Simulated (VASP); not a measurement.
Wanted: the native input for a VASP 6.6.1 run.

```
Task                               : single point
Functional                         : PBE-based screened hybrid
Potentials or basis                : VASP PAW PBE potentials, release 64 (K_sv, Cl)
Cutoff                             : 520 eV
k mesh                             : 4 × 4 × 4
Occupations                        : fermi-dirac, width 0.05 eV
Spin                               : no spin polarisation
Dipole correction                  : no
Grid for exact exchange (PRECFOCK) : Normal
Share of exact exchange            : 0.3
Further INCAR settings             : ALGO = Normal; EDIFF = 1e-06; NBANDS = 15
Screening parameter                : 0.2 1/Å
```

Crystal: KCl (Sylvite).

```xyz
2
Lattice="0.0000 3.1465 3.1465 3.1465 0.0000 3.1465 3.1465 3.1465 0.0000" Properties=species:S:1:pos:R:3 pbc="T T T"
K     0.0000    0.0000    0.0000
Cl    3.1465    3.1465    3.1465
```

These files were run (other wordings do the same):

POSCAR

```
KCl
1.0
    0.0000000000      3.1464700000      3.1464700000
    3.1464700000      0.0000000000      3.1464700000
    3.1464700000      3.1464700000      0.0000000000
K Cl
1 1
Direct
    0.0000000000      0.0000000000      0.0000000000
    0.5000000000      0.5000000000      0.5000000000
```

INCAR.step1

```
SYSTEM = KCl
ALGO     = Normal         ! electronic algorithm
EDIFF    = 1E-5           ! SCF threshold, eV
ENCUT    = 520            ! plane-wave cutoff, eV
GGA      = PE             ! functional
ISIF     = 2              ! what is computed and relaxed
ISMEAR   = -1             ! smearing method
LASPH    = .True.         ! aspherical terms in the spheres
LCHARG   = .False.        ! write CHGCAR
LREAL    = .False.        ! projectors in reciprocal space
LWAVE    = .True.         ! write WAVECAR
NBANDS   = 15             ! bands
NELM     = 80             ! most SCF steps
PREC     = Accurate       ! precision mode
SIGMA    = 0.05           ! smearing width, eV
```

INCAR.step2

```
SYSTEM = KCl
AEXX     = 0.3            ! exact-exchange fraction
ALGO     = Normal         ! electronic algorithm
EDIFF    = 1E-6           ! SCF threshold, eV
ENCUT    = 520            ! plane-wave cutoff, eV
GGA      = PE             ! functional
HFSCREEN = 0.2            ! screening, 1/A
ISIF     = 2              ! what is computed and relaxed
ISMEAR   = -1             ! smearing method
ISTART   = 1            
LASPH    = .True.         ! aspherical terms in the spheres
LCHARG   = .False.        ! write CHGCAR
LHFCALC  = .True.         ! exact exchange
LREAL    = .False.        ! projectors in reciprocal space
LWAVE    = .False.        ! write WAVECAR
NBANDS   = 15             ! bands
NELM     = 80             ! most SCF steps
PREC     = Accurate       ! precision mode
PRECFOCK = Normal       
SIGMA    = 0.05           ! smearing width, eV
```

KPOINTS

```
k-points
0
Gamma
  4 4 4
  0 0 0
```

Potentials or basis: VASP PAW PBE potentials, release 64 (K_sv, Cl).

Run with:

```bash
$ cat potpaw_PBE.64/K_sv/POTCAR potpaw_PBE.64/Cl/POTCAR > POTCAR
$ cp INCAR.step1 INCAR
$ mpirun -np 1 vasp_std > vasp.out
$ cp INCAR.step2 INCAR
$ mpirun -np 1 vasp_std > vasp.out
```

It gave:

```
Pressure               : 0.4 GPa
Band gap on the k mesh : 6.79 eV, direct
```

Caveat: the k points lie up to 0.43 Å⁻¹ apart; the PAW data sets were made with another functional, which shifts forces and pressure a little.

Wall time 9.5 min on 1 thread of Oxide Virtual Turin-like Processor, with other jobs on the host, peak memory 0.28 GiB.
